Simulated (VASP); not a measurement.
# W (Pm-3m) in VASP: further runs, part 2 of 2

VASP 6.6.1. Earlier steps stand in the parts before.

## 3. Single point, PBEsol (volume scaled by 0.96)

INCAR

```
SYSTEM = W
PREC = Accurate ; ENCUT = 520
EDIFF = 1E-6 ; ISMEAR = -1
SIGMA = 0.1 ; LREAL = .False.
LASPH = .True. ; NELM = 80
ALGO = Normal ; ISIF = 2
LWAVE = .False. ; LCHARG = .False.
GGA = PS ; NBANDS = 13
```

KPOINTS

```
Automatic mesh
0
Gamma
  14 14 14
  0 0 0
```

POSCAR

```
W
1.0
    2.5744307948      0.0000000000      0.0000000000
    0.0000000000      2.5744307948      0.0000000000
    0.0000000000      0.0000000000      2.5744307948
W
1
Direct
    0.0000000000      0.0000000000      0.0000000000
```

Potentials or basis: VASP PAW PBE potentials, release 64 (W_sv).

Launch:

```sh
> cat potpaw_PBE.64/W_sv/POTCAR > POTCAR
> mpirun -np 1 vasp_std > vasp.out
```

OUTCAR:

```text
SYSTEM = W
   PREC = Accurate
   ENCUT = 520
   EDIFF = 1E-6
   ISMEAR = -1
   LREAL = .False.
   LASPH = .True.
   NELM = 80
   ISIF = 2
   GGA = PS

 ion  position               nearest neighbor table
   1  0.000  0.000  0.000-

  LATTYP: Found a simple cubic cell.
 ALAT       =     2.5744307948

  Lattice vectors:

 A1 = (   2.5744307948,   0.0000000000,   0.0000000000)
 A2 = (   0.0000000000,   2.5744307948,   0.0000000000)
 A3 = (   0.0000000000,   0.0000000000,   2.5744307948)

Analysis of symmetry for initial positions (statically):
=====================================================================
 Subroutine PRICEL returns:
 Original cell was already a primitive cell.

 Routine SETGRP: Setting up the symmetry group for a
 simple cubic supercell.

 Subroutine GETGRP returns: Found 48 space group operations
 (whereof 48 operations were pure point group operations)
 out of a pool of 48 trial point group operations.

The static configuration has the point symmetry O_h .

Analysis of symmetry for dynamics (positions and initial velocities):
[... 169 lines left out ...]
      4     -27.3863      2.00000
      5       1.1786      2.00000
      6       5.4157      2.00000
      7       5.4157      2.00000
      8      15.2997      0.00000
      9      15.2997      0.00000
     10      15.2997      0.00000
     11      25.3911      0.00000
     12      25.3911      0.00000
     13      25.3911      0.00000
[... 354 lines left out ...]
  band No.  band energies     occupation
      1     -63.7373      2.00000
      2     -28.6073      2.00000
      3     -27.8894      2.00000
      4     -27.2146      2.00000
      5       5.1052      2.00000
      6       6.9087      2.00000
      7       8.8022      2.00000
      8      11.9107      0.00000
      9      11.9691      0.00000
     10      13.8597      0.00000
     11      20.5320      0.00000
     12      25.2795      0.00000
     13      27.5649      0.00000

 [... further k-points ...]

------------------------ aborting loop because EDIFF is reached ----------------------------------------

  FORCE on cell =-STRESS in cart. coord.  units (eV):
  Direction    XX          YY          ZZ          XY          YZ          ZX
  --------------------------------------------------------------------------------------
  -------------------------------------------------------------------------------------
  Total        1.1704542      1.1704542      1.1704542     -0.0000000     -0.0000000      0.0000000
  in kB      109.9059826    109.9059826    109.9059826     -0.0000000     -0.0000000      0.0000000
  external PRESSURE =     109.9059826 kB  Pullay stress =       0.0000000 kB

 VOLUME and BASIS-vectors are now :
 -----------------------------------------------------------------------------
  energy-cutoff  :      520.00
  volume of cell :       17.06
      direct lattice vectors                 reciprocal lattice vectors
     2.574430795  0.000000000  0.000000000     0.388435378  0.000000000  0.000000000
     0.000000000  2.574430795  0.000000000     0.000000000  0.388435378  0.000000000
     0.000000000  0.000000000  2.574430795     0.000000000  0.000000000  0.388435378

 POSITION                                       TOTAL-FORCE (eV/Angst)
 -----------------------------------------------------------------------------------
      0.00000      0.00000      0.00000         0.000000      0.000000      0.000000
 -----------------------------------------------------------------------------------
    total drift:                                0.000000      0.000000      0.000000

  FREE ENERGIE OF THE ION-ELECTRON SYSTEM (eV)
  ---------------------------------------------------
  free  energy   TOTEN  =       -12.2811105741 eV

  energy  without entropy=      -12.2438301828  energy(sigma->0) =      -12.26247038
```

stdout:

```text
POSCAR found type information on POSCAR W
 POSCAR found :  1 types and       1 ions
 scaLAPACK will be used
 -----------------------------------------------------------------------------
|                                                                             |
|                                                                             |
|     You enforced a specific xc type in the INCAR file but a different       |
|     I HOPE YOU KNOW WHAT YOU ARE DOING!                                     |
|                                                                             |
 -----------------------------------------------------------------------------

 LDA part: xc-table for (Slater+PW92), standard interpolation
 POSCAR, INCAR and KPOINTS ok, starting setup
 FFT: planning ... GRIDC
 FFT: planning ... GRID_SOFT
 FFT: planning ... GRID
 WAVECAR not read
 entering main loop
```

It took 9 s on 1 thread of Intel Xeon 6975P-C, shared host; peak memory 0.14 GiB.

Results:

| Property | Result |
| --- | --- |
| Free energy | -12.2811 eV |
| Pressure | 11.0 GPa |
| Band gap on the k mesh | zero (band 7 reaches 12.08 eV, above the bottom of band 8 at 9.34 eV) |

Levels at points of the mesh, in eV from the Fermi level:
```
           k point  band 4  band 5  band 6  band 7  band 8  band 9  band 10  band 11
(0.00, 0.00, 0.00)  -37.53   -8.97   -4.73   -4.73    5.15    5.15     5.15    15.25
(0.50, 0.00, 0.00)  -37.39   -5.31   -3.67   -0.74    0.94    0.94     5.61    10.10
(0.50, 0.50, 0.00)  -37.25   -6.13   -3.07    1.80    1.80    5.11     5.11     8.13
(0.50, 0.50, 0.50)  -38.69   -4.33   -4.33   -4.33    7.17    8.45     8.45    12.51
```

Caveat: the PAW data sets were made with another functional, which shifts forces and pressure a little; spin-orbit coupling is left out, which moves the levels of the heavy elements.

## 4. Single point, PBEsol

INCAR

```
SYSTEM = W
PREC = Accurate
ENCUT = 520
EDIFF = 1E-6
ISMEAR = -1
SIGMA = 0.1
LREAL = .False.
LASPH = .True.
NELM = 60
ALGO = Normal
ISIF = 2
LWAVE = .False.
LCHARG = .False.
GGA = PS
NBANDS = 13
```

KPOINTS

```
regular mesh
0
Gamma
  14 14 14
  0 0 0
```

POSCAR

```
W
1.0
    2.6097013529      0.0000000000      0.0000000000
    0.0000000000      2.6097013529      0.0000000000
    0.0000000000      0.0000000000      2.6097013529
W
1
Direct
    0.0000000000      0.0000000000      0.0000000000
```

Launch:

```sh
> cat potpaw_PBE.64/W_sv/POTCAR > POTCAR
> mpirun -np 1 vasp_std > vasp.out
```

Run time: 9.1 s. Hardware: 1 thread of Intel Xeon 6975P-C, shared host; peak memory 0.14 GiB.

It converged, with:

| Item | Value |
| --- | --- |
| Free energy | -12.3066 eV |
| Pressure | 0.7 GPa |
| Band gap on the k mesh | zero (band 7 reaches 11.38 eV, above the bottom of band 8 at 8.86 eV) |

Levels at points of the mesh, in eV from the Fermi level:
| k point | band 5 | band 6 | band 7 | band 8 | band 9 | band 10 |
| --- | --- | --- | --- | --- | --- | --- |
| (0.00, 0.00, 0.00) | -8.74 | -4.48 | -4.48 | 4.89 | 4.89 | 4.89 |
| (0.50, 0.00, 0.00) | -5.17 | -3.47 | -0.74 | 0.94 | 0.94 | 5.32 |
| (0.50, 0.50, 0.00) | -5.77 | -2.97 | 1.74 | 1.74 | 4.90 | 4.90 |
| (0.50, 0.50, 0.50) | -4.06 | -4.06 | -4.06 | 7.28 | 8.00 | 8.00 |

Caveat: the PAW data sets were made with another functional, which shifts forces and pressure a little; spin-orbit coupling is left out, which moves the levels of the heavy elements.

## 5. Single point, PBEsol (volume scaled by 1.04)

INCAR

```
  ALGO = Normal
  EDIFF = 1E-7
  ENCUT = 520
  GGA = PS
  ISIF = 2
  ISMEAR = -1
  LASPH = T
  LCHARG = F
  LREAL = F
  LWAVE = F
  NBANDS = 13
  NELM = 100
  PREC = Accurate
  SIGMA = 0.1
```

KPOINTS

```
k-points
0
Gamma
  14 14 14
```

POSCAR

```
W
1.0
    2.6440434669      0.0000000000      0.0000000000
    0.0000000000      2.6440434669      0.0000000000
    0.0000000000      0.0000000000      2.6440434669
W
1
Direct
    0.0000000000      0.0000000000      0.0000000000
```

Launch:

```sh
> cat potpaw_PBE.64/W_sv/POTCAR > POTCAR
> mpirun -np 1 vasp_std > vasp.out
```

Wall time 11 s (1 thread of Intel Xeon 6975P-C, shared host); peak memory 0.14 GiB.

Results (log left out):

```
Free energy            : -12.2910 eV
Pressure               : -7.6 GPa
Band gap on the k mesh : zero (band 7 reaches 10.80 eV, above the bottom of band 8 at 8.36 eV)
```

Levels at points of the mesh, in eV from the Fermi level:
| k point | band 3 | band 4 | band 5 | band 6 | band 7 | band 8 | band 9 | band 10 | band 11 | band 12 |
| --- | --- | --- | --- | --- | --- | --- | --- | --- | --- | --- |
| (0.00, 0.00, 0.00) | -37.67 | -37.67 | -8.52 | -4.24 | -4.24 | 4.65 | 4.65 | 4.65 | 14.57 | 14.57 |
| (0.50, 0.00, 0.00) | -37.56 | -37.56 | -5.04 | -3.29 | -0.72 | 0.93 | 0.93 | 5.05 | 9.09 | 13.87 |
| (0.50, 0.50, 0.00) | -38.74 | -37.46 | -5.44 | -2.87 | 1.68 | 1.68 | 4.71 | 4.71 | 7.30 | 13.91 |
| (0.50, 0.50, 0.50) | -38.59 | -38.59 | -3.81 | -3.81 | -3.81 | 7.38 | 7.58 | 7.58 | 11.38 | 11.38 |

Caveat: the PAW data sets were made with another functional, which shifts forces and pressure a little; spin-orbit coupling is left out, which moves the levels of the heavy elements.

## 6. Single point, PBEsol (volume scaled by 1.08)

INCAR

```
ALGO     = Normal         # electronic algorithm
EDIFF    = 1E-7           # SCF threshold, eV
ENCUT    = 520            # plane-wave cutoff, eV
GGA      = PS             # functional
ISIF     = 2              # what is computed and relaxed
ISMEAR   = -1             # smearing method
LASPH    = True           # aspherical terms in the spheres
LCHARG   = False          # write CHGCAR
LREAL    = False          # projectors in reciprocal space
LWAVE    = False          # write WAVECAR
NBANDS   = 13             # bands
NELM     = 60             # most SCF steps
PREC     = Accurate       # precision mode
SIGMA    = 0.1            # smearing width, eV
```

KPOINTS is that of step 5.

POSCAR

```
W
1.0
    2.6775159249      0.0000000000      0.0000000000
    0.0000000000      2.6775159249      0.0000000000
    0.0000000000      0.0000000000      2.6775159249
W
1
Direct
    0.0000000000      0.0000000000      0.0000000000
```

Potentials or basis: VASP PAW PBE potentials, release 64 (W_sv).

Launch:

```sh
> cat potpaw_PBE.64/W_sv/POTCAR > POTCAR
> mpirun -np 1 vasp_std > vasp.out
```

OUTCAR:

```text
EDIFF = 1E-7
   ENCUT = 520
   GGA = PS
   ISIF = 2
   ISMEAR = -1
   LASPH = True
   LREAL = False
   NELM = 60
   PREC = Accurate

 ion  position               nearest neighbor table
   1  0.000  0.000  0.000-

  LATTYP: Found a simple cubic cell.
 ALAT       =     2.6775159249

  Lattice vectors:

 A1 = (   2.6775159249,   0.0000000000,   0.0000000000)
 A2 = (   0.0000000000,   2.6775159249,   0.0000000000)
 A3 = (   0.0000000000,   0.0000000000,   2.6775159249)

Analysis of symmetry for initial positions (statically):
=====================================================================
 Subroutine PRICEL returns:
 Original cell was already a primitive cell.

 Routine SETGRP: Setting up the symmetry group for a
 simple cubic supercell.

 Subroutine GETGRP returns: Found 48 space group operations
 (whereof 48 operations were pure point group operations)
 out of a pool of 48 trial point group operations.

The static configuration has the point symmetry O_h .

Analysis of symmetry for dynamics (positions and initial velocities):
=====================================================================
 Subroutine PRICEL returns:
 Original cell was already a primitive cell.

 Routine SETGRP: Setting up the symmetry group for a
 simple cubic supercell.

 Subroutine GETGRP returns: Found 48 space group operations
 (whereof 48 operations were pure point group operations)
 out of a pool of 48 trial point group operations.

The dynamic configuration has the point symmetry O_h .

 Subroutine INISYM returns: Found 48 space group operations
 (whereof 48 operations are pure point group operations),
 and found     1 'primitive' translations

----------------------------------------------------------------------------------------

                                     Primitive cell

  volume of cell :      19.1954

  direct lattice vectors                    reciprocal lattice vectors
[... 111 lines left out ...]
   LHFCALC =     F    Hartree Fock is set to
   AEXX    =    0.0000 exact exchange contribution
   IVDW    =     0    specifies the selected vdW correction
   LEPSILON=     F    determine dielectric tensor
   LRPA    =     F    only Hartree local field effects (RPA)
 non-spin polarized calculation
  energy-cutoff  :      520.00
  volume of cell :       19.20
 maximum number of plane-waves:       552
 NGX is ok and might be reduce to    20
   NGX =  9   NGY =  9   NGZ =  9

 number of electron      13.9999994 magnetization

 Free energy of the ion-electron system (eV)
  ---------------------------------------------------
  ext. energy  EPLUGINS =         0.00000000
  ---------------------------------------------------
  free energy    TOTEN  =       -12.24185516 eV

  energy without entropy =      -12.19855206  energy(sigma->0) =      -12.22020361

 E-fermi :   8.5663     XC(G=0): -12.5684

 val. band max:        8.5468314668   @ k =   0.4286   0.2857   0.1429
 cond. band min:       8.5825763865   @ k =   0.4286   0.3571   0.2143
 fundamental gap:      0.0357449197
 Fermi energy:         8.5663465570

 k-point     1 :       0.0000    0.0000    0.0000
  band No.  band energies     occupation
      1     -65.5146      2.00000
      2     -29.1778      2.00000
      3     -29.1778      2.00000
      4     -29.1778      2.00000
      5       0.2615      2.00000
      6       4.5327      2.00000
      7       4.5327      2.00000
      8      12.9909      0.00000
      9      12.9909      0.00000
     10      12.9909      0.00000
     11      22.8265      0.00000
     12      22.8265      0.00000
     13      22.8265      0.00000
[... 354 lines left out ...]
  band No.  band energies     occupation
      1     -65.4205      2.00000
      2     -30.0277      2.00000
      3     -29.5269      2.00000
      4     -29.0614      2.00000
      5       3.9313      2.00000
      6       5.8110      2.00000
      7       7.3582      1.99999
      8      10.0527      0.00000
      9      10.2296      0.00000
     10      11.8076      0.00000
     11      17.9539      0.00000
     12      22.5782      0.00000
     13      25.1695      0.00000

 [... further k-points ...]

------------------------ aborting loop because EDIFF is reached ----------------------------------------

  FORCE on cell =-STRESS in cart. coord.  units (eV):
  Direction    XX          YY          ZZ          XY          YZ          ZX
  --------------------------------------------------------------------------------------
  -------------------------------------------------------------------------------------
  Total       -1.7300936     -1.7300936     -1.7300936      0.0000000     -0.0000000      0.0000000
  in kB     -144.4055862   -144.4055862   -144.4055862      0.0000000     -0.0000000      0.0000000
  external PRESSURE =    -144.4055862 kB  Pullay stress =       0.0000000 kB

 VOLUME and BASIS-vectors are now :
 -----------------------------------------------------------------------------
  energy-cutoff  :      520.00
  volume of cell :       19.20
      direct lattice vectors                 reciprocal lattice vectors
     2.677515925  0.000000000  0.000000000     0.373480505  0.000000000  0.000000000
     0.000000000  2.677515925  0.000000000     0.000000000  0.373480505  0.000000000
     0.000000000  0.000000000  2.677515925     0.000000000  0.000000000  0.373480505

 POSITION                                       TOTAL-FORCE (eV/Angst)
 -----------------------------------------------------------------------------------
      0.00000      0.00000      0.00000         0.000000      0.000000      0.000000
 -----------------------------------------------------------------------------------
    total drift:                                0.000000      0.000000      0.000000

  FREE ENERGIE OF THE ION-ELECTRON SYSTEM (eV)
  ---------------------------------------------------
  free  energy   TOTEN  =       -12.2418551589 eV

  energy  without entropy=      -12.1985520606  energy(sigma->0) =      -12.22020361
```

OSZICAR:

```text
N       E                     dE             d eps       ncg     rms          rms(c)
DAV:   1     0.882301980111E+02    0.88230E+02   -0.75376E+03  3120   0.119E+03
DAV:   2    -0.109761640213E+02   -0.99206E+02   -0.94828E+02  3475   0.312E+02
DAV:   3    -0.127608207991E+02   -0.17847E+01   -0.17748E+01  3535   0.411E+01
DAV:   4    -0.127708969759E+02   -0.10076E-01   -0.10076E-01  3415   0.338E+00
DAV:   5    -0.127710082363E+02   -0.11126E-03   -0.11126E-03  3580   0.339E-01    0.165E+01
DAV:   6    -0.123358588646E+02    0.43515E+00   -0.43444E-01  3185   0.782E+00    0.641E+00
DAV:   7    -0.122459829957E+02    0.89876E-01   -0.16686E-01  3415   0.458E+00    0.520E-01
DAV:   8    -0.122418628863E+02    0.41201E-02   -0.44984E-03  3260   0.868E-01    0.361E-02
DAV:   9    -0.122418558866E+02    0.69998E-05   -0.83225E-05  3590   0.113E-01    0.329E-02
DAV:  10    -0.122418551678E+02    0.71881E-06   -0.11289E-05  3440   0.405E-02    0.292E-03
DAV:  11    -0.122418551589E+02    0.88862E-08   -0.20713E-07  3175   0.508E-03
   1 F= -.12241855E+02 E0= -.12220204E+02  d E =-.433031E-01
```

stdout:

```text
POSCAR found type information on POSCAR W
 POSCAR found :  1 types and       1 ions
 scaLAPACK will be used
 -----------------------------------------------------------------------------
|                                                                             |
|                                                                             |
|     You enforced a specific xc type in the INCAR file but a different       |
|     I HOPE YOU KNOW WHAT YOU ARE DOING!                                     |
|                                                                             |
 -----------------------------------------------------------------------------

 LDA part: xc-table for (Slater+PW92), standard interpolation
 POSCAR, INCAR and KPOINTS ok, starting setup
 FFT: planning ... GRIDC
 FFT: planning ... GRID_SOFT
 FFT: planning ... GRID
 WAVECAR not read
 entering main loop
```

Run time: 9.7 s. Hardware: 1 thread of Intel Xeon 6975P-C, shared host; peak memory 0.15 GiB.

Results:

```
Free energy            : -12.2419 eV
Pressure               : -14.4 GPa
Band gap on the k mesh : zero (band 7 reaches 10.25 eV, above the bottom of band 8 at 7.89 eV)
```

Caveat: the PAW data sets were made with another functional, which shifts forces and pressure a little; spin-orbit coupling is left out, which moves the levels of the heavy elements.

## 7. Overview

```tsv
cell	k mesh	gap on the mesh (eV)	pressure (GPa)
a = 2.610 Å, 1 atom	12 × 12 × 12	none	0.7
a = 2.574 Å, 1 atom	14 × 14 × 14	none	11.0
a = 2.610 Å, 1 atom	14 × 14 × 14	none	0.7
a = 2.644 Å, 1 atom	14 × 14 × 14	none	-7.6
a = 2.678 Å, 1 atom	14 × 14 × 14	none	-14.4
```

Alike in all rows: task single point; level PBEsol; potentials or basis VASP PAW PBE potentials, release 64 (W_sv); no spin polarisation; cutoff (eV) 520; smearing fermi-dirac 0.1 eV.

Caveats: the PAW data sets were made with another functional, which shifts forces and pressure a little; spin-orbit coupling is left out, which moves the levels of the heavy elements.

Absolute energies hang on the potentials; compare differences alone.
